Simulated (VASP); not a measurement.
# Cr (Im-3m) in VASP: single point with PBEsol

Aim: the single point of Cr with PBEsol.

Everything below comes from runs of VASP 6.6.1. Logs are shortened: lines on timing, memory, paths and dates and some standing lists are left out, and cuts for length are marked.

### 1 The cell of the first run

Symmetry: Im-3m, No. 229, cubic system. The conventional cell has a = 2.691 Å, b = 2.691 Å, c = 2.691 Å, α = 90.00°, β = 90.00°, γ = 90.00°. Cr (site symmetry m-3m) has 14 Cr at 2.33 to 2.69 Å within 3.1 Å.

### 2 Single point, PBEsol

Input file INCAR:

```
SYSTEM = Cr
  PREC = Accurate
  ENCUT = 520
  EDIFF = 1E-6
  ISMEAR = 0
  SIGMA = 0.1
  LREAL = .FALSE.
  LASPH = .TRUE.
  NELM = 100
  ALGO = Fast
  ISIF = 2
  LWAVE = .FALSE.
  LCHARG = .FALSE.
  GGA = PS
  NBANDS = 19
```

Input file KPOINTS:

```
Automatic mesh
0
G
  38 38 38
  0 0 0
```

Input file POSCAR:

```
Cr
1.0
    2.6912098138      0.0000000000      0.0000000000
    0.0000000000      2.6912098138      0.0000000000
    0.0000000000      0.0000000000      2.6912098138
Cr
2
Direct
    0.0000000000      0.0000000000      0.0000000000
    0.5000000000      0.5000000000      0.5000000000
```

Potentials or basis: VASP PAW PBE potentials, release 64 (Cr_pv).

The run is started by

```bash
$ cat potpaw_PBE.64/Cr_pv/POTCAR > POTCAR
$ mpirun -np 1 vasp_std > vasp.out
```

OUTCAR:

```text
SYSTEM = Cr
   PREC = Accurate
   ENCUT = 520
   EDIFF = 1E-6
   ISMEAR = 0
   LREAL = .FALSE.
   LASPH = .TRUE.
   NELM = 100
   ISIF = 2
   GGA = PS

 ion  position               nearest neighbor table
   1  0.000  0.000  0.000-   2 2.33   2 2.33   2 2.33   2 2.33   2 2.33   2 2.33   2 2.33   2 2.33

   2  0.500  0.500  0.500-   1 2.33   1 2.33   1 2.33   1 2.33   1 2.33   1 2.33   1 2.33   1 2.33

  LATTYP: Found a simple cubic cell.
 ALAT       =     2.6912098138

  Lattice vectors:

 A1 = (   2.6912098138,   0.0000000000,   0.0000000000)
 A2 = (   0.0000000000,   2.6912098138,   0.0000000000)
 A3 = (   0.0000000000,   0.0000000000,   2.6912098138)

Analysis of symmetry for initial positions (statically):
=====================================================================
 Subroutine PRICEL returns following result:

  LATTYP: Found a body centered cubic cell.
 ALAT       =     2.6912098138

  Lattice vectors:

 A1 = (   1.3456049069,   1.3456049069,  -1.3456049069)
 A2 = (  -1.3456049069,   1.3456049069,   1.3456049069)
 A3 = (   1.3456049069,  -1.3456049069,   1.3456049069)

   2 primitive cells build up your supercell.

 Routine SETGRP: Setting up the symmetry group for a
 simple cubic supercell.

 Subroutine GETGRP returns: Found 48 space group operations
 (whereof 48 operations were pure point group operations)
 out of a pool of 48 trial point group operations.

The static configuration has the point symmetry O_h .

Analysis of symmetry for dynamics (positions and initial velocities):
=====================================================================
 Subroutine PRICEL returns following result:

  LATTYP: Found a body centered cubic cell.
 ALAT       =     2.6912098138

  Lattice vectors:

 A1 = (   1.3456049069,   1.3456049069,  -1.3456049069)
 A2 = (  -1.3456049069,   1.3456049069,   1.3456049069)
 A3 = (   1.3456049069,  -1.3456049069,   1.3456049069)

   2 primitive cells build up your supercell.

 Routine SETGRP: Setting up the symmetry group for a
 simple cubic supercell.

 Subroutine GETGRP returns: Found 48 space group operations
 (whereof 48 operations were pure point group operations)
 out of a pool of 48 trial point group operations.

The dynamic configuration has the point symmetry O_h .

 Subroutine INISYM returns: Found 48 space group operations
 (whereof 48 operations are pure point group operations),
 and found     2 'primitive' translations

----------------------------------------------------------------------------------------

                                     Primitive cell

  volume of cell :       9.7457

  direct lattice vectors                    reciprocal lattice vectors
     1.345604907  1.345604907 -1.345604907     0.371580096  0.371580096  0.000000000
    -1.345604907  1.345604907  1.345604907    -0.000000000  0.371580096  0.371580096
     1.345604907 -1.345604907  1.345604907     0.371580096  0.000000000  0.371580096

  length of vectors
     2.330656066  2.330656066  2.330656066     0.525493611  0.525493611  0.525493611

  position of ions in fractional coordinates (direct lattice)
     0.000000000  0.000000000  0.000000000

  ion indices of the primitive-cell ions
   primitive index   ion index
                 1           1

----------------------------------------------------------------------------------------

 KPOINTS: Automatic mesh

Automatic generation of k-mesh.
 Grid dimensions read from file:
 generate k-points for:   38   38   38

 Generating k-lattice:

  Cartesian coordinates                     Fractional coordinates (reciprocal lattice)
     0.009778424  0.000000000  0.000000000     0.026315789  0.000000000  0.000000000
     0.000000000  0.009778424  0.000000000     0.000000000  0.026315789  0.000000000
     0.000000000  0.000000000  0.009778424     0.000000000  0.000000000  0.026315789

  Length of vectors
     0.009778424  0.009778424  0.009778424

  Shift w.r.t. Gamma in fractional coordinates (k-lattice)
     0.000000000  0.000000000  0.000000000

 Subroutine IBZKPT returns following result:
 ===========================================

 Found   1540 irreducible k-points:

 Following reciprocal coordinates:
            Coordinates               Weight
  0.000000  0.000000  0.000000      1.000000
  0.026316  0.000000  0.000000      6.000000
  0.052632  0.000000  0.000000      6.000000
  0.078947  0.000000  0.000000      6.000000
  0.105263  0.000000  0.000000      6.000000
  0.131579  0.000000  0.000000      6.000000
[... 16 lines left out ...]
  0.078947  0.026316  0.000000     24.000000
  0.105263  0.026316  0.000000     24.000000
 [... further k-points ...]
   k-points           NKPTS =   1540   k-points in BZ     NKDIM =   1540   number of bands    NBANDS=     19
   number of dos      NEDOS =    301   number of ions     NIONS =      2
   total plane-waves  NPLWV =   8000
   dimension x,y,z NGX =    20 NGY =   20 NGZ =   20
   dimension x,y,z NGXF=    40 NGYF=   40 NGZF=   40
   ions per type =               2
   NGX,Y,Z   is equivalent  to a cutoff of  12.35, 12.35, 12.35 a.u.
   NGXF,Y,Z  is equivalent  to a cutoff of  24.71, 24.71, 24.71 a.u.
 SYSTEM =  Cr
   PREC   = accura    normal or accurate (medium, high low for compatibility)
   ISTART =      0    job   : 0-new  1-cont  2-samecut
   ICHARG =      2    charge: 1-file 2-atom 10-const
   ISPIN  =      1    spin polarized calculation?
   LNONCOLLINEAR =      F non collinear calculations
   LSORBIT =      F    spin-orbit coupling
   LASPH  =      T    aspherical Exc in radial PAW
   ENCUT  =  520.0 eV  38.22 Ry    6.18 a.u.   5.00  5.00  5.00*2*pi/ulx,y,z
   NELM   =    100;   NELMIN=  2; NELMDL= -5     # of ELM steps
   EDIFF  = 0.1E-05   stopping-criterion for ELM
   LREAL  =      F    real-space projection
   EDIFFG = 0.1E-04   stopping-criterion for IOM
   NSW    =      0    number of steps for IOM
   IBRION =     -1    ionic relax: 0-MD 1-quasi-New 2-CG
   NFREE  =      0    steps in history (QN), initial steepest desc. (CG)
   ISIF   =      2    stress and relaxation
   ISYM   =      2    0-nonsym 1-usesym 2-fastsym
   POTIM  = 0.5000    time-step for ionic-motion
   TEBEG  =    0.0;   TEEND  =   0.0 temperature during run
   PSTRESS=    0.0 pullay stress
   NELECT =      24.0000    total number of electrons
   NUPDOWN=      -1.0000    fix difference up-down
   EMIN   =  10.00;   EMAX   =-10.00  energy-range for DOS
   EFERMI =   0.00;   METHOD = LEGACY
   ISMEAR =     0;   SIGMA  =   0.10  broadening in eV -4-tet -1-fermi 0-gaus
   EFERMI_NEDOS =   21; number of points for ismear=-14 and -15
   IALGO  =     68    algorithm
   IMIX   =      4    mixing-type and parameters
     AMIX     =   0.40;   BMIX     =  1.00
     AMIX_MAG =   1.60;   BMIX_MAG =  1.00
  volume/ion in A,a.u.               =       9.75        65.77
  Fermi-wavevector in a.u.,A,eV,Ry     =   1.754679  3.315863 41.890957  3.078899
  Thomas-Fermi vector in A             =   2.824573
   LORBIT       =      0    0 simple, 1 ext, 2 COOP (PROOUT), +10 PAW based schemes
   GGA     = PS    functional components
   LHFCALC =     F    Hartree Fock is set to
   AEXX    =    0.0000 exact exchange contribution
   IVDW    =     0    specifies the selected vdW correction
   LEPSILON=     F    determine dielectric tensor
   LRPA    =     F    only Hartree local field effects (RPA)
 non-spin polarized calculation
 RMM-DIIS sequential band-by-band and
 Gauss-broadening in eV      SIGMA  =   0.10
  energy-cutoff  :      520.00
  volume of cell :       19.49
 maximum number of plane-waves:       552
   NGX = 11   NGY = 11   NGZ = 11

 number of electron      23.9999986 magnetization

 Free energy of the ion-electron system (eV)
  ---------------------------------------------------
  ext. energy  EPLUGINS =         0.00000000
  ---------------------------------------------------
  free energy    TOTEN  =       -20.10659821 eV

  energy without entropy =      -20.10040167  energy(sigma->0) =      -20.10349994

 E-fermi :  13.4744     XC(G=0): -14.8616

 val. band max:       13.4736883796   @ k =   0.3421   0.1053   0.0789
 cond. band min:      13.4751709577   @ k =   0.3158   0.0789   0.0789
 fundamental gap:      0.0014825781
 Fermi energy:        13.4743811419

 k-point     1 :       0.0000    0.0000    0.0000
  band No.  band energies     occupation
      1     -29.9140      2.00000
      2     -29.9140      2.00000
      3     -29.9140      2.00000
      4     -28.8668      2.00000
      5     -28.8668      2.00000
      6     -28.8668      2.00000
[... 11 lines left out ...]
     18      20.6559      0.00000
     19      25.4852      0.00000

 k-point     2 :       0.0263    0.0000    0.0000
  band No.  band energies     occupation
      1     -29.9144      2.00000
      2     -29.9121      2.00000
      3     -29.9121      2.00000
      4     -28.8709      2.00000
      5     -28.8685      2.00000
      6     -28.8685      2.00000
[... 11 lines left out ...]
     18      20.6558      0.00000
     19      20.6573      0.00000

 k-point     3 :       0.0526    0.0000    0.0000
  band No.  band energies     occupation
      1     -29.9154      2.00000
      2     -29.9065      2.00000
      3     -29.9065      2.00000
      4     -28.8832      2.00000
      5     -28.8735      2.00000
      6     -28.8735      2.00000
[... 11 lines left out ...]
     18      20.6558      0.00000
     19      20.6561      0.00000

 k-point     4 :       0.0789    0.0000    0.0000
  band No.  band energies     occupation
      1     -29.9171      2.00000
      2     -29.8971      2.00000
      3     -29.8971      2.00000
      4     -28.9033      2.00000
      5     -28.8818      2.00000
      6     -28.8818      2.00000
[... 407 lines left out ...]
     18      20.6559      0.00000
     19      25.4273      0.00000

 k-point    23 :       0.0789    0.0263    0.0000
  band No.  band energies     occupation
      1     -29.9241      2.00000
      2     -29.8953      2.00000
      3     -29.8887      2.00000
      4     -28.9147      2.00000
      5     -28.8834      2.00000
      6     -28.8761      2.00000
[... 11 lines left out ...]
     18      20.6558      0.00000
     19      25.0711      0.00000

 k-point    24 :       0.1053    0.0263    0.0000
  band No.  band energies     occupation
      1     -29.9270      2.00000
      2     -29.8823      2.00000
      3     -29.8749      2.00000
      4     -28.9433      2.00000
      5     -28.8950      2.00000
      6     -28.8867      2.00000
[... 11 lines left out ...]
     18      20.6556      0.00000
     19      24.5877      0.00000

 [... further k-points ...]
[... 5 lines left out ...]
  --------------------------------------------------------------------------------------
  -------------------------------------------------------------------------------------
  Total        6.0316277      6.0316277      6.0316277      0.0000000      0.0000000     -0.0000000
  in kB      495.7953386    495.7953386    495.7953386      0.0000000      0.0000000     -0.0000000
  external PRESSURE =     495.7953386 kB  Pullay stress =       0.0000000 kB

 VOLUME and BASIS-vectors are now :
 -----------------------------------------------------------------------------
  energy-cutoff  :      520.00
  volume of cell :       19.49
      direct lattice vectors                 reciprocal lattice vectors
     2.691209814  0.000000000  0.000000000     0.371580096  0.000000000  0.000000000
     0.000000000  2.691209814  0.000000000     0.000000000  0.371580096  0.000000000
     0.000000000  0.000000000  2.691209814     0.000000000  0.000000000  0.371580096

 POSITION                                       TOTAL-FORCE (eV/Angst)
 -----------------------------------------------------------------------------------
      0.00000      0.00000      0.00000        -0.000000      0.000000     -0.000000
      1.34560      1.34560      1.34560         0.000000     -0.000000      0.000000
 -----------------------------------------------------------------------------------
    total drift:                               -0.000000      0.000000      0.000000

  FREE ENERGIE OF THE ION-ELECTRON SYSTEM (eV)
  ---------------------------------------------------
  free  energy   TOTEN  =       -20.1065982108 eV

  energy  without entropy=      -20.1004016716  energy(sigma->0) =      -20.10349994
```

Run time: 13 min. Hardware: 1 thread of AMD EPYC, shared host; peak memory 0.49 GiB.

Results:

* Free energy: -20.1066 eV
* Pressure: 49.6 GPa
* Band gap on the k mesh: zero (band 12 reaches 14.87 eV, above the bottom of band 13 at 12.90 eV)

Caveat: the PAW data sets were made with another functional, which shifts forces and pressure a little; the run has no spin polarisation, though such a crystal can be magnetic. Spin polarisation is off, so any magnetic state and its effect on volume and gap are missing.
